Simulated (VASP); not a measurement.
# Ir (P6_3/mmc) in VASP: further runs, part 2 of 2

VASP 6.6.1. Earlier steps stand in the parts before.

## 4. Single point, BLYP+D3(BJ)

This run uses another cell than the first one, of 14.43 Å³/atom, 1.045 times its volume.

Input file INCAR:

```
SYSTEM = Ir
PREC = Accurate
ENCUT = 500
EDIFF = 1E-6
ISMEAR = -1
SIGMA = 0.01
LREAL = .FALSE.
LASPH = .TRUE.
NELM = 120
ALGO = Normal
ISIF = 2
LWAVE = .FALSE.
LCHARG = .FALSE.
GGA = B5
ALDAX = 1.0
AGGAX = 1.0
AGGAC = 1.0
ALDAC = 0.0
IVDW = 12
VDW_S6 = 1.0
VDW_S8 = 2.6996
VDW_A1 = 0.4298
VDW_A2 = 4.2359
NBANDS = 24
GGA_COMPAT = .FALSE.
```

Input file KPOINTS:

```
regular mesh
0
G
  12 12 7
  0 0 0
```

Input file POSCAR:

```
Ir
1.0
    2.7368671871      0.0000000000      0.0000000000
   -1.3684335936      2.3701965108      0.0000000000
    0.0000000000      0.0000000000      4.4503925233
Ir
2
Direct
    0.6666666667      0.3333333333      0.7500000000
    0.3333333333      0.6666666667      0.2500000000
```

Potentials or basis: VASP PAW PBE potentials, release 64 (Ir_sv_GW).

Launch:

```sh
$ cat potpaw_PBE.64/Ir_sv_GW/POTCAR > POTCAR
$ mpirun -np 1 vasp_std > vasp.out
```

OUTCAR:

```text
SYSTEM = Ir
   PREC = Accurate
   ENCUT = 500
   EDIFF = 1E-6
   ISMEAR = -1
   LREAL = .FALSE.
   LASPH = .TRUE.
   NELM = 120
   ISIF = 2
   GGA = B5
   IVDW = 12
 IVDW          = 12

 ion  position               nearest neighbor table
   1  0.667  0.333  0.750-   2 2.73   2 2.73   2 2.73   2 2.73   2 2.73   2 2.73
   2  0.333  0.667  0.250-   1 2.73   1 2.73   1 2.73   1 2.73   1 2.73   1 2.73

  LATTYP: Found a hexagonal cell.
 ALAT       =     2.7368671871
 C/A-ratio  =     1.6260900581

  Lattice vectors:

 A1 = (   2.7368671871,   0.0000000000,   0.0000000000)
 A2 = (  -1.3684335936,   2.3701965108,   0.0000000000)
 A3 = (   0.0000000000,   0.0000000000,   4.4503925233)

Analysis of symmetry for initial positions (statically):
=====================================================================
 Subroutine PRICEL returns:
 Original cell was already a primitive cell.

 Routine SETGRP: Setting up the symmetry group for a
 hexagonal supercell.

 Subroutine GETGRP returns: Found 24 space group operations
 (whereof 12 operations were pure point group operations)
 out of a pool of 24 trial point group operations.

The static configuration has the point symmetry D_3d.
[... 161 lines left out ...]
  energy without entropy =      -15.88404180  energy(sigma->0) =      -15.88438266

 E-fermi :  13.2506     XC(G=0): -13.7192

 val. band max:       13.2397816202   @ k =   0.3333   0.0833   0.0000
 cond. band min:      13.2566851406   @ k =   0.4167   0.1667   0.1429
 fundamental gap:      0.0169035204
 Fermi energy:        13.2506482349

 k-point     1 :       0.0000    0.0000    0.0000
  band No.  band energies     occupation
      1     -79.2514      2.00000
      2     -79.1892      2.00000
      3     -36.7672      2.00000
      4     -36.1106      2.00000
      5     -36.1106      2.00000
      6     -36.0126      2.00000
[... 637 lines left out ...]
     23      27.4167      0.00000
     24      27.9040      0.00000

 [... further k-points ...]

------------------------ aborting loop because EDIFF is reached ----------------------------------------

 Edisp (eV)   -3.37921

 E8    (eV) :    -2.5595

  FORCE on cell =-STRESS in cart. coord.  units (eV):
  Direction    XX          YY          ZZ          XY          YZ          ZX
  --------------------------------------------------------------------------------------
  -------------------------------------------------------------------------------------
  Total      -0.24029    -0.24029    -0.24262     0.00000     0.00000     0.00000
  in kB     -13.33534   -13.33534   -13.46497     0.00000     0.00000     0.00000
  external pressure =      -13.38 kB  Pullay stress =        0.00 kB

 VOLUME and BASIS-vectors are now :
 -----------------------------------------------------------------------------
  energy-cutoff  :      500.00
  volume of cell :       28.87
      direct lattice vectors                 reciprocal lattice vectors
     2.736867187  0.000000000  0.000000000     0.365381267  0.210952973  0.000000000
    -1.368433594  2.370196511  0.000000000     0.000000000  0.421905946  0.000000000
     0.000000000  0.000000000  4.450392523     0.000000000  0.000000000  0.224699281

 POSITION                                       TOTAL-FORCE (eV/Angst)
 -----------------------------------------------------------------------------------
      1.36843      0.79007      3.33779        -0.000000     -0.000000      0.000000
     -0.00000      1.58013      1.11260         0.000000      0.000000      0.000000
 -----------------------------------------------------------------------------------
    total drift:                               -0.000000      0.000000     -0.000000

  FREE ENERGIE OF THE ION-ELECTRON SYSTEM (eV)
  ---------------------------------------------------
  free  energy   TOTEN  =       -19.2639372101 eV

  energy  without entropy=      -19.2632554959  energy(sigma->0) =      -19.26359635
```

OSZICAR:

```text
N       E                     dE             d eps       ncg     rms          rms(c)
DAV:   1     0.333413260633E+03    0.33341E+03   -0.24882E+04  3896   0.150E+03
DAV:   2    -0.924627149265E+01   -0.34266E+03   -0.33194E+03  4432   0.494E+02
DAV:   3    -0.180800928205E+02   -0.88338E+01   -0.87840E+01  4424   0.779E+01
DAV:   4    -0.181111695268E+02   -0.31077E-01   -0.31073E-01  4080   0.498E+00
DAV:   5    -0.181112746707E+02   -0.10514E-03   -0.10512E-03  4416   0.263E-01    0.119E+02
DAV:   6    -0.160566097633E+02    0.20547E+01   -0.37462E+00  3952   0.150E+01    0.617E+01
DAV:   7    -0.159256345905E+02    0.13098E+00   -0.11063E+00  4496   0.756E+00    0.106E+01
DAV:   8    -0.158851781120E+02    0.40456E-01   -0.14967E-01  3800   0.347E+00    0.805E-01
DAV:   9    -0.158848881476E+02    0.28996E-03   -0.24362E-03  4528   0.371E-01    0.719E-01
DAV:  10    -0.158847167584E+02    0.17139E-03   -0.28564E-04  4000   0.195E-01    0.480E-01
DAV:  11    -0.158847228897E+02   -0.61313E-05   -0.67702E-06  4408   0.261E-02    0.336E-02
DAV:  12    -0.158847235148E+02   -0.62517E-06   -0.43866E-07  2368   0.581E-03
   1 F= -.19263937E+02 E0= -.19263596E+02  d E =-.681714E-03
```

stdout:

```text
POSCAR found type information on POSCAR Ir
 POSCAR found :  1 types and       2 ions
 scaLAPACK will be used
 -----------------------------------------------------------------------------
|                                                                             |
|                                                                             |
|     You enforced a specific xc type in the INCAR file but a different       |
|     I HOPE YOU KNOW WHAT YOU ARE DOING!                                     |
|                                                                             |
 -----------------------------------------------------------------------------

 LDA part: xc-table for (Slater(with rela. corr.)+VWN5), standard interpolation
 POSCAR, INCAR and KPOINTS ok, starting setup
 FFT: planning ... GRIDC
 FFT: planning ... GRID_SOFT
 FFT: planning ... GRID
 WAVECAR not read
 entering main loop
```

It took 66 s on 1 thread of AMD EPYC 7R43 (Zen 3), shared host; peak memory 0.14 GiB.

Results:

* Free energy: -19.2639 eV
* Pressure: -1.3 GPa
* Band gap on the k mesh: zero (band 17 reaches 14.11 eV, above the bottom of band 18 at 10.89 eV)
* Dispersion energy per atom: -1.690 eV

Levels at points of the mesh, in eV from the Fermi level:
| k point | band 13 | band 14 | band 15 | band 16 | band 17 | band 18 | band 19 | band 20 | band 21 | band 22 |
| --- | --- | --- | --- | --- | --- | --- | --- | --- | --- | --- |
| (0.00, 0.00, 0.00) | -3.79 | -3.17 | -3.17 | -2.37 | -2.37 | -0.48 | 0.20 | 0.20 | 6.86 | 14.06 |
| (0.50, 0.00, 0.00) | -3.49 | -3.19 | -2.95 | 0.64 | 0.86 | 1.04 | 2.95 | 4.40 | 8.16 | 10.25 |

Caveat: the PAW data sets were made with another functional, which shifts forces and pressure a little; spin-orbit coupling is left out, which moves the levels of the heavy elements; pairwise dispersion overbinds metals, which lowers pressure and volume.

## 5. Relaxation of cell and atoms, PBEsol+D3(BJ)

This run uses another cell than the first one, of 14.63 Å³/atom, 1.059 times its volume.

Input file INCAR:

```
ALGO     = Normal         # electronic algorithm
EDIFF    = 1E-7           # SCF threshold, eV
EDIFFG   = -0.001         # ionic threshold
ENCUT    = 500            # plane-wave cutoff, eV
GGA      = PS             # functional
GGA_COMPAT= False        
IBRION   = 2              # ionic algorithm
ISIF     = 3              # what is computed and relaxed
ISMEAR   = -1             # smearing method
IVDW     = 12             # dispersion correction
LASPH    = True           # aspherical terms in the spheres
LCHARG   = False          # write CHGCAR
LREAL    = False          # projectors in reciprocal space
LWAVE    = False          # write WAVECAR
NELM     = 120            # most SCF steps
NELMIN   = 4            
NSW      = 80             # ionic steps
PREC     = Accurate       # precision mode
SIGMA    = 0.01           # smearing width, eV
```

Input file KPOINTS:

```
k-points
0
Gamma
  12 12 7
```

Input file POSCAR:

```
Ir
1.0
    2.7513780000      0.0000000000      0.0000000000
   -1.3756890000      2.3827632434      0.0000000000
    0.0000000000      0.0000000000      4.4622900000
Ir
2
Direct
    0.6666666667      0.3333333333      0.7500000000
    0.3333333333      0.6666666667      0.2500000000
```

Launch:

```sh
$ cat potpaw_PBE.64/Ir_sv_GW/POTCAR > POTCAR
$ mpirun -np 1 vasp_std > vasp.out
```

Wall time 2.2 min (1 thread of Intel Xeon 6975P-C (Granite Rapids), shared host); peak memory 0.19 GiB.

Results (log left out):

```yaml
Free_energy: -22.1287 eV
Relaxed_volume: 13.71 Å³/atom
Relaxed_cell: a = 2.689 Å, b = 2.689 Å, c = 4.380 Å, α = 90.00°, β = 90.00°, γ = 120.00°
Space_group_after_relaxing_to_0.05_Å: P6_3/mmc (No. 194)
Energy_gained_by_relaxing: 71.9 meV/atom
Ionic_steps: 10
Pressure_after_relaxing: 0.0 GPa
Band_gap_on_the_k_mesh: zero (band 17 reaches 14.52 eV, above the bottom of band 18 at 10.98 eV)
Dispersion_energy_per_atom: -0.738 eV
```

Step by step:
```tsv
step	energy change (eV)	largest force (eV/Å)	pressure (GPa)	volume (Å³)
1	0.0000	0.0000	-23.53	29.25
2	3.1492	0.0000	213.43	21.07
3	-0.1413	0.0000	-3.24	27.64
4	-0.1432	0.0000	-1.11	27.50
5	-0.1435	0.0000	0.02	27.42
6	-0.1434	0.0000	-0.54	27.46
7	-0.1437	0.0000	-0.49	27.46
8	-0.1437	0.0000	-0.50	27.46
9	-0.1432	0.0000	1.67	27.32
10	-0.1438	0.0000	0.00	27.42
```

Final structure:
```cif
data_structure
_symmetry_space_group_name_H-M 'P 1'
_symmetry_Int_Tables_number 1
_cell_length_a 2.6887
_cell_length_b 2.6887
_cell_length_c 4.3805
_cell_angle_alpha 90.000
_cell_angle_beta 90.000
_cell_angle_gamma 120.000
_cell_volume 27.42
loop_
_atom_site_label
_atom_site_type_symbol
_atom_site_fract_x
_atom_site_fract_y
_atom_site_fract_z
_atom_site_occupancy
Ir1 Ir 0.66667 0.33333 0.75000 1
Ir2 Ir 0.33333 0.66667 0.25000 1
```

Levels at points of the mesh, in eV from the Fermi level:
```csv
k point,band 14,band 15,band 16,band 17,band 18,band 19,band 20,band 21
"(0.00, 0.00, 0.00)",-3.42,-3.42,-2.51,-2.51,-1.04,0.25,0.25,7.25
"(0.50, 0.00, 0.00)",-3.66,-3.22,0.76,0.99,1.20,3.07,4.56,8.29
```

Caveat: the PAW data sets were made with another functional, which shifts forces and pressure a little; spin-orbit coupling is left out, which moves the levels of the heavy elements; pairwise dispersion overbinds metals, which lowers pressure and volume.

## 6. The runs side by side

```tsv
task	level	cell	gap on the mesh (eV)	pressure (GPa)
single point	PBEsol+D3(BJ)	a = 2.695, b = 2.695, c = 4.391 Å, angles 90.0, 90.0, 120.0°, 2 atoms	none	-3.2
single point	PBEsol	a = 2.714, b = 2.714, c = 4.421 Å, angles 90.0, 90.0, 120.0°, 2 atoms	none	-3.2
single point	BLYP+D3(BJ)	a = 2.737, b = 2.737, c = 4.450 Å, angles 90.0, 90.0, 120.0°, 2 atoms	none	-1.3
relaxation of cell and atoms	PBEsol+D3(BJ)	relaxed from a = 2.751, b = 2.751, c = 4.462 Å, angles 90.0, 90.0, 120.0°, 2 atoms	none	0.0
```

Alike in all rows: potentials or basis VASP PAW PBE potentials, release 64 (Ir_sv_GW); no spin polarisation; k mesh 12 × 12 × 7; cutoff (eV) 500; smearing fermi-dirac 0.01 eV.

Caveats: the PAW data sets were made with another functional, which shifts forces and pressure a little; spin-orbit coupling is left out, which moves the levels of the heavy elements; pairwise dispersion overbinds metals, which lowers pressure and volume (some runs).

Absolute energies hang on the potentials; compare differences alone.
